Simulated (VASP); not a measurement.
# GaN (F-43m) in VASP: settings compared

Aim: see how the results for GaN move with the level of theory and the settings. Levels: PBE, r2SCAN. Tasks: single point.

Everything below comes from runs of VASP 6.6.1. Logs are shortened: lines on timing, memory, paths and dates and some standing lists are left out, and cuts for length are marked.

### Step 1. The cell of the first run

Symmetry: F-43m, No. 216, cubic system. Conventional cell: a = 4.498 Å, b = 4.498 Å, c = 4.498 Å, α = 90.00°, β = 90.00°, γ = 90.00°. Within 2.6 Å of Ga (site symmetry -43m) lie 4 N at 1.95 Å. Within 2.6 Å of N (site symmetry -43m) lie 4 Ga at 1.95 Å.

### Step 2. Single point, PBE

File INCAR:

```
SYSTEM = GaN
  PREC = Accurate
  ENCUT = 520
  EDIFF = 1E-6
  ISMEAR = 0
  SIGMA = 0.01
  LREAL = .False.
  LASPH = .True.
  NELM = 100
  ALGO = Normal
  ISIF = 2
  LWAVE = .False.
  LCHARG = .False.
  GGA = PE
  NBANDS = 16
```

File KPOINTS:

```
Automatic mesh
0
Gamma
  10 10 10
  0 0 0
```

File POSCAR:

```
GaN
1.0
    0.0000000000      2.2489526376      2.2489526376
    2.2489526376      0.0000000000      2.2489526376
    2.2489526376      2.2489526376      0.0000000000
Ga N
1 1
Direct
    0.0000000000      0.0000000000      0.0000000000
    0.7500000000      0.7500000000      0.7500000000
```

Potentials or basis: VASP PAW PBE potentials, release 64 (Ga_d, N).

Launch:

```sh
cat potpaw_PBE.64/Ga_d/POTCAR potpaw_PBE.64/N/POTCAR > POTCAR
mpirun -np 1 vasp_std > vasp.out
```

OUTCAR:

```text
SYSTEM = GaN
   PREC = Accurate
   ENCUT = 520
   EDIFF = 1E-6
   ISMEAR = 0
   LREAL = .False.
   LASPH = .True.
   NELM = 100
   ISIF = 2
   GGA = PE

 ion  position               nearest neighbor table
   1  0.000  0.000  0.000-   2 1.95   2 1.95   2 1.95   2 1.95
   2  0.750  0.750  0.750-   1 1.95   1 1.95   1 1.95   1 1.95

  LATTYP: Found a face centered cubic cell.
 ALAT       =     4.4979052752

  Lattice vectors:

 A1 = (   0.0000000000,   2.2489526376,   2.2489526376)
 A2 = (   2.2489526376,   0.0000000000,   2.2489526376)
 A3 = (   2.2489526376,   2.2489526376,   0.0000000000)

Analysis of symmetry for initial positions (statically):
=====================================================================
 Subroutine PRICEL returns:
 Original cell was already a primitive cell.

 Routine SETGRP: Setting up the symmetry group for a
 face centered cubic supercell.

 Subroutine GETGRP returns: Found 24 space group operations
 (whereof 24 operations were pure point group operations)
 out of a pool of 48 trial point group operations.

The static configuration has the point symmetry T_d .

Analysis of symmetry for dynamics (positions and initial velocities):
=====================================================================
 Subroutine PRICEL returns:
 Original cell was already a primitive cell.

 Routine SETGRP: Setting up the symmetry group for a
 face centered cubic supercell.

 Subroutine GETGRP returns: Found 24 space group operations
 (whereof 24 operations were pure point group operations)
 out of a pool of 48 trial point group operations.

The dynamic configuration has the point symmetry T_d .

 Subroutine INISYM returns: Found 24 space group operations
 (whereof 24 operations are pure point group operations),
 and found     1 'primitive' translations

----------------------------------------------------------------------------------------

                                     Primitive cell

  volume of cell :      22.7495

  direct lattice vectors                    reciprocal lattice vectors
     0.000000000  2.248952638  2.248952638    -0.222325714  0.222325714  0.222325714
     2.248952638  0.000000000  2.248952638     0.222325714 -0.222325714  0.222325714
     2.248952638  2.248952638  0.000000000     0.222325714  0.222325714 -0.222325714

  length of vectors
     3.180499321  3.180499321  3.180499321     0.385079432  0.385079432  0.385079432

  position of ions in fractional coordinates (direct lattice)
     0.000000000  0.000000000  0.000000000
     0.750000000  0.750000000  0.750000000

  ion indices of the primitive-cell ions
   primitive index   ion index
                 1           1
                 2           2

----------------------------------------------------------------------------------------

 KPOINTS: Automatic mesh

Automatic generation of k-mesh.
 Grid dimensions read from file:
 generate k-points for:   10   10   10

 Generating k-lattice:

  Cartesian coordinates                     Fractional coordinates (reciprocal lattice)
    -0.022232571  0.022232571  0.022232571     0.100000000  0.000000000  0.000000000
     0.022232571 -0.022232571  0.022232571     0.000000000  0.100000000  0.000000000
     0.022232571  0.022232571 -0.022232571     0.000000000  0.000000000  0.100000000

  Length of vectors
     0.038507943  0.038507943  0.038507943

  Shift w.r.t. Gamma in fractional coordinates (k-lattice)
     0.000000000  0.000000000  0.000000000

 Subroutine IBZKPT returns following result:
 ===========================================

 Found     47 irreducible k-points:

 Following reciprocal coordinates:
            Coordinates               Weight
  0.000000  0.000000  0.000000      1.000000
  0.100000  0.000000  0.000000      8.000000
  0.200000  0.000000  0.000000      8.000000
  0.300000  0.000000  0.000000      8.000000
  0.400000  0.000000  0.000000      8.000000
  0.500000  0.000000  0.000000      4.000000
[... 16 lines left out ...]
  0.300000  0.300000  0.000000      6.000000
  0.400000  0.300000  0.000000     24.000000
 [... further k-points ...]
   k-points           NKPTS =     47   k-points in BZ     NKDIM =     47   number of bands    NBANDS=     16
   number of dos      NEDOS =    301   number of ions     NIONS =      2
   total plane-waves  NPLWV =  13824
   dimension x,y,z NGX =    24 NGY =   24 NGZ =   24
   dimension x,y,z NGXF=    48 NGYF=   48 NGZF=   48
   ions per type =               1   1
   NGX,Y,Z   is equivalent  to a cutoff of  12.54, 12.54, 12.54 a.u.
   NGXF,Y,Z  is equivalent  to a cutoff of  25.09, 25.09, 25.09 a.u.
 SYSTEM =  GaN
   PREC   = accura    normal or accurate (medium, high low for compatibility)
   ISTART =      0    job   : 0-new  1-cont  2-samecut
   ICHARG =      2    charge: 1-file 2-atom 10-const
   ISPIN  =      1    spin polarized calculation?
   LNONCOLLINEAR =      F non collinear calculations
   LSORBIT =      F    spin-orbit coupling
[... 113 lines left out ...]
      6      -6.8927      2.00000
[... 8 lines left out ...]
     15      24.0723      0.00000
     16      24.0723      0.00000

 k-point     6 :       0.5000    0.0000    0.0000
  band No.  band energies     occupation
      1      -9.7098      2.00000
      2      -8.0102      2.00000
      3      -8.0102      2.00000
      4      -7.7256      2.00000
      5      -7.7256      2.00000
      6      -6.5290      2.00000
[... 8 lines left out ...]
     15      25.0843      0.00000
     16      25.0843      0.00000

 k-point     7 :       0.1000    0.1000    0.0000
  band No.  band energies     occupation
      1     -10.4900      2.00000
      2      -8.0731      2.00000
      3      -8.0731      2.00000
      4      -8.0642      2.00000
      5      -7.7839      2.00000
      6      -7.7660      2.00000
[... 8 lines left out ...]
     15      24.4567      0.00000
     16      24.9532      0.00000

 k-point     8 :       0.2000    0.1000    0.0000
  band No.  band energies     occupation
      1     -10.2665      2.00000
      2      -8.0525      2.00000
      3      -8.0398      2.00000
      4      -7.9537      2.00000
      5      -7.7818      2.00000
      6      -7.7586      2.00000
[... 8 lines left out ...]
     15      24.0218      0.00000
     16      24.1285      0.00000

 k-point     9 :       0.3000    0.1000    0.0000
  band No.  band energies     occupation
      1      -9.9766      2.00000
      2      -8.0267      2.00000
      3      -8.0070      2.00000
      4      -7.8228      2.00000
      5      -7.7458      2.00000
      6      -7.5817      2.00000
[... 8 lines left out ...]
     15      23.1770      0.00000
     16      24.1004      0.00000
[... 172 lines left out ...]
 k-point    19 :       0.5000    0.2000    0.0000
  band No.  band energies     occupation
      1      -9.6330      2.00000
      2      -7.9940      2.00000
      3      -7.9314      2.00000
      4      -7.8161      2.00000
      5      -7.7216      2.00000
      6      -6.4238      2.00000
[... 8 lines left out ...]
     15      25.6697      0.00000
     16      26.0543      0.00000

 k-point    20 :      -0.4000    0.2000    0.0000
  band No.  band energies     occupation
      1      -9.6253      2.00000
      2      -7.9990      2.00000
      3      -7.9376      2.00000
      4      -7.7851      2.00000
      5      -7.7461      2.00000
      6      -6.2962      2.00000
[... 8 lines left out ...]
     15      24.0601      0.00000
     16      25.6984      0.00000

 k-point    21 :      -0.3000    0.2000    0.0000
  band No.  band energies     occupation
      1      -9.6928      2.00000
      2      -8.0007      2.00000
      3      -7.9560      2.00000
      4      -7.7802      2.00000
      5      -7.7773      2.00000
      6      -6.7631      2.00000
[... 8 lines left out ...]
     15      22.7273      0.00000
     16      26.0427      0.00000

 k-point    22 :      -0.2000    0.2000    0.0000
  band No.  band energies     occupation
      1      -9.8520      2.00000
      2      -8.0083      2.00000
      3      -7.9934      2.00000
      4      -7.7961      2.00000
      5      -7.7871      2.00000
      6      -7.3267      2.00000
[... 8 lines left out ...]
     15      22.7865      0.00000
     16      25.9845      0.00000

 k-point    23 :       0.3000    0.3000    0.0000
  band No.  band energies     occupation
      1      -9.7639      2.00000
      2      -7.9500      2.00000
      3      -7.9062      2.00000
      4      -7.9062      2.00000
      5      -7.7224      2.00000
      6      -7.3142      2.00000
[... 8 lines left out ...]
     15      27.4435      0.00000
     16      27.9116      0.00000

 k-point    24 :       0.4000    0.3000    0.0000
  band No.  band energies     occupation
      1      -9.6438      2.00000
      2      -7.9683      2.00000
      3      -7.8713      2.00000
      4      -7.8707      2.00000
      5      -7.7120      2.00000
      6      -6.8586      2.00000
[... 8 lines left out ...]
     15      27.7590      0.00000
     16      27.8417      0.00000

 [... further k-points ...]

------------------------ aborting loop because EDIFF is reached ----------------------------------------

  FORCE on cell =-STRESS in cart. coord.  units (eV):
  Direction    XX          YY          ZZ          XY          YZ          ZX
  --------------------------------------------------------------------------------------
  -------------------------------------------------------------------------------------
  Total        0.8913282      0.8913282      0.8913282     -0.0000000      0.0000000     -0.0000000
  in kB       62.7736360     62.7736360     62.7736360     -0.0000000      0.0000000     -0.0000000
  external PRESSURE =      62.7736360 kB  Pullay stress =       0.0000000 kB

 VOLUME and BASIS-vectors are now :
 -----------------------------------------------------------------------------
  energy-cutoff  :      520.00
  volume of cell :       22.75
      direct lattice vectors                 reciprocal lattice vectors
     0.000000000  2.248952638  2.248952638    -0.222325714  0.222325714  0.222325714
     2.248952638  0.000000000  2.248952638     0.222325714 -0.222325714  0.222325714
     2.248952638  2.248952638  0.000000000     0.222325714  0.222325714 -0.222325714

 POSITION                                       TOTAL-FORCE (eV/Angst)
 -----------------------------------------------------------------------------------
      0.00000      0.00000      0.00000         0.000000      0.000000      0.000000
      3.37343      3.37343      3.37343        -0.000000     -0.000000     -0.000000
 -----------------------------------------------------------------------------------
    total drift:                               -0.000002     -0.000002     -0.000002

  FREE ENERGIE OF THE ION-ELECTRON SYSTEM (eV)
  ---------------------------------------------------
  free  energy   TOTEN  =       -12.1382225393 eV

  energy  without entropy=      -12.1382225393  energy(sigma->0) =      -12.13822254
```

Wall time 5.9 s (1 thread of Intel Xeon 6975P-C (Granite Rapids), shared host); peak memory 0.14 GiB.

Results:

```yaml
Free_energy: -12.1382 eV
Pressure: 6.3 GPa
Band_gap_on_the_k_mesh: 1.76 eV, direct
```

A hybrid or GW would open this gap; PBE tends to underestimate it.

### Step 3. Single point, r2SCAN (volume changed by -6%)

File POSCAR:

```
GaN
1.0
    0.0000000000      2.2030427630      2.2030427630
    2.2030427630      0.0000000000      2.2030427630
    2.2030427630      2.2030427630      0.0000000000
Ga N
1 1
Direct
    0.0000000000      0.0000000000      0.0000000000
    0.7500000000      0.7500000000      0.7500000000
```

File INCAR.step1:

```
SYSTEM = GaN
PREC     = Accurate       ! precision mode
ENCUT    = 520            ! plane-wave cutoff, eV
ISMEAR   = 0              ! smearing method
SIGMA    = 0.01           ! smearing width, eV
LREAL    = .FALSE.        ! projectors in reciprocal space
LASPH    = .TRUE.         ! aspherical terms in the spheres
NELM     = 80             ! most SCF steps
NBANDS   = 16             ! bands
GGA      = PE             ! functional
ALGO     = Normal         ! electronic algorithm
EDIFF    = 1E-4           ! SCF threshold, eV
LWAVE    = .TRUE.         ! write WAVECAR
LCHARG   = .FALSE.        ! write CHGCAR
```

File INCAR.step2:

```
SYSTEM = GaN
PREC     = Accurate       ! precision mode
ENCUT    = 520            ! plane-wave cutoff, eV
EDIFF    = 1E-6           ! SCF threshold, eV
ISMEAR   = 0              ! smearing method
SIGMA    = 0.01           ! smearing width, eV
LREAL    = .FALSE.        ! projectors in reciprocal space
LASPH    = .TRUE.         ! aspherical terms in the spheres
NELM     = 80             ! most SCF steps
ALGO     = Normal         ! electronic algorithm
ISIF     = 2              ! what is computed and relaxed
LWAVE    = .FALSE.        ! write WAVECAR
LCHARG   = .TRUE.         ! write CHGCAR
METAGGA  = R2SCAN         ! meta-GGA
LMIXTAU  = .TRUE.       
LELF     = .TRUE.         ! ELF
LVHAR    = .TRUE.       
NBANDS   = 16             ! bands
ISTART   = 1
```

File KPOINTS:

```
regular mesh
0
G
  8 8 8
  0 0 0
```

Potentials or basis: VASP PAW PBE potentials, release 64 (Ga_d, N).

Launch:

```sh
cat potpaw_PBE.64/Ga_d/POTCAR potpaw_PBE.64/N/POTCAR > POTCAR
cp INCAR.step1 INCAR
mpirun -np 1 vasp_std > vasp.out
cp INCAR.step2 INCAR
mpirun -np 1 vasp_std > vasp.out
```

Wall time 16 s (1 thread of Intel Xeon 6975P-C (Granite Rapids), shared host); peak memory 0.14 GiB.

The run converged. Its results:

```
Free energy            : -21.8287 eV
Pressure               : 15.2 GPa
Band gap on the k mesh : 2.57 eV, direct
```

Levels at points of the mesh, in eV from the valence-band top:
| k point | band 5 | band 6 | band 7 | band 8 | band 9 | band 10 | band 11 | band 12 | band 13 | band 14 |
| --- | --- | --- | --- | --- | --- | --- | --- | --- | --- | --- |
| (0.00, 0.00, 0.00) | -13.47 | -13.47 | 0.00 | 0.00 | 0.00 | 2.57 | 11.45 | 11.45 | 11.45 | 19.51 |
| (0.50, 0.00, 0.00) | -13.42 | -12.33 | -7.63 | -1.09 | -1.09 | 5.65 | 9.80 | 11.36 | 11.36 | 17.14 |
| (0.50, 0.50, 0.00) | -13.38 | -11.96 | -6.51 | -3.04 | -3.04 | 3.79 | 7.65 | 13.13 | 15.71 | 15.71 |

Caveat: the PAW data sets were made with another functional, which shifts forces and pressure a little.

### Step 4. Single point, r2SCAN (volume changed by -3%)

File POSCAR:

```
GaN
1.0
    0.0000000000      2.2262343911      2.2262343911
    2.2262343911      0.0000000000      2.2262343911
    2.2262343911      2.2262343911      0.0000000000
Ga N
1 1
Direct
    0.0000000000      0.0000000000      0.0000000000
    0.7500000000      0.7500000000      0.7500000000
```

File INCAR.step1:

```
SYSTEM = GaN
PREC = Accurate
ENCUT = 520
ISMEAR = 0
SIGMA = 0.01
LREAL = .False.
LASPH = .True.
NELM = 100
NBANDS = 16
GGA = PE
ALGO = Normal
EDIFF = 1E-4
LWAVE = .True.
LCHARG = .False.
```

File INCAR.step2:

```
SYSTEM = GaN
PREC = Accurate
ENCUT = 520
EDIFF = 1E-6
ISMEAR = 0
SIGMA = 0.01
LREAL = .False.
LASPH = .True.
NELM = 100
ALGO = Normal
ISIF = 2
LWAVE = .False.
LCHARG = .True.
METAGGA = R2SCAN
LMIXTAU = .True.
LELF = .True.
LVHAR = .True.
NBANDS = 16
ISTART = 1
```

File KPOINTS:

```
regular mesh
0
Gamma
  8 8 8
  0 0 0
```

Launch:

```sh
cat potpaw_PBE.64/Ga_d/POTCAR potpaw_PBE.64/N/POTCAR > POTCAR
cp INCAR.step1 INCAR
mpirun -np 1 vasp_std > vasp.out
cp INCAR.step2 INCAR
mpirun -np 1 vasp_std > vasp.out
```

Wall time 16 s (1 thread of Intel Xeon 6975P-C (Granite Rapids), shared host); peak memory 0.15 GiB.

The run converged. Its results:

| Item | Value |
| --- | --- |
| Free energy | -21.8773 eV |
| Pressure | 7.6 GPa |
| Band gap on the k mesh | 2.36 eV, direct |

Levels at points of the mesh, in eV from the valence-band top:
```tsv
k point	band 7	band 8	band 9	band 10	band 11	band 12
(0.00, 0.00, 0.00)	0.00	0.00	0.00	2.36	11.24	11.24
(0.50, 0.00, 0.00)	-7.41	-1.04	-1.04	5.42	9.64	11.19
(0.50, 0.50, 0.00)	-6.37	-2.92	-2.92	3.78	7.47	12.87
```

Caveat: the PAW data sets were made with another functional, which shifts forces and pressure a little.

### Step 5. Single point, r2SCAN

File POSCAR:

```
GaN
1.0
    0.0000000000      2.2489526376      2.2489526376
    2.2489526376      0.0000000000      2.2489526376
    2.2489526376      2.2489526376      0.0000000000
Ga N
1 1
Direct
    0.0000000000      0.0000000000      0.0000000000
    0.7500000000      0.7500000000      0.7500000000
```

File INCAR.step1:

```
PREC = Accurate
ENCUT = 520
ISMEAR = 0
SIGMA = 0.01
LREAL = F
LASPH = T
NELM = 60
NBANDS = 16
GGA = PE
ALGO = Normal
EDIFF = 1E-4
LWAVE = T
LCHARG = F
```

File INCAR.step2:

```
PREC = Accurate
ENCUT = 520
EDIFF = 1E-6
ISMEAR = 0
SIGMA = 0.01
LREAL = F
LASPH = T
NELM = 60
ALGO = Normal
ISIF = 2
LWAVE = F
LCHARG = F
METAGGA = R2SCAN
LMIXTAU = T
NBANDS = 16
ISTART = 1
```

File KPOINTS:

```
regular mesh
0
Gamma
  8 8 8
```

Launch:

```sh
cat potpaw_PBE.64/Ga_d/POTCAR potpaw_PBE.64/N/POTCAR > POTCAR
cp INCAR.step1 INCAR
mpirun -np 1 vasp_std > vasp.out
cp INCAR.step2 INCAR
mpirun -np 1 vasp_std > vasp.out
```

Wall time 15 s (1 thread of Intel Xeon 6975P-C (Granite Rapids), shared host); peak memory 0.14 GiB.

The run converged. Its results:

* Free energy: -21.8960 eV
* Pressure: 1.1 GPa
* Band gap on the k mesh: 2.16 eV, direct

Levels at points of the mesh, in eV from the valence-band top:
| k point | band 5 | band 6 | band 7 | band 8 | band 9 | band 10 | band 11 | band 12 | band 13 | band 14 |
| --- | --- | --- | --- | --- | --- | --- | --- | --- | --- | --- |
| (0.00, 0.00, 0.00) | -13.48 | -13.48 | 0.00 | 0.00 | 0.00 | 2.16 | 11.04 | 11.04 | 11.04 | 18.64 |
| (0.50, 0.00, 0.00) | -13.43 | -12.35 | -7.20 | -1.00 | -1.00 | 5.21 | 9.47 | 11.03 | 11.03 | 16.56 |
| (0.50, 0.50, 0.00) | -13.40 | -11.97 | -6.24 | -2.80 | -2.80 | 3.77 | 7.28 | 12.63 | 15.01 | 15.01 |

Caveat: the PAW data sets were made with another functional, which shifts forces and pressure a little. r2SCAN opens gaps a little over a GGA but as a rule still falls short of measured ones.

### Step 6. The runs side by side

| level | cell | k mesh | gap on the mesh (eV) | pressure (GPa) |
| --- | --- | --- | --- | --- |
| PBE | a = 3.180 Å, angles 60.0°, 2 atoms | 10 × 10 × 10 | 1.76 | 6.3 |
| r2SCAN | a = 3.116 Å, angles 60.0°, 2 atoms | 8 × 8 × 8 | 2.57 | 15.2 |
| r2SCAN | a = 3.148 Å, angles 60.0°, 2 atoms | 8 × 8 × 8 | 2.36 | 7.6 |
| r2SCAN | a = 3.180 Å, angles 60.0°, 2 atoms | 8 × 8 × 8 | 2.16 | 1.1 |

Alike in all rows: task single point; potentials or basis VASP PAW PBE potentials, release 64 (Ga_d, N); no spin polarisation; cutoff (eV) 520; smearing gaussian 0.01 eV.

Caveats: the PAW data sets were made with another functional, which shifts forces and pressure a little (some runs).

Absolute energies hang on the potentials; compare differences alone.
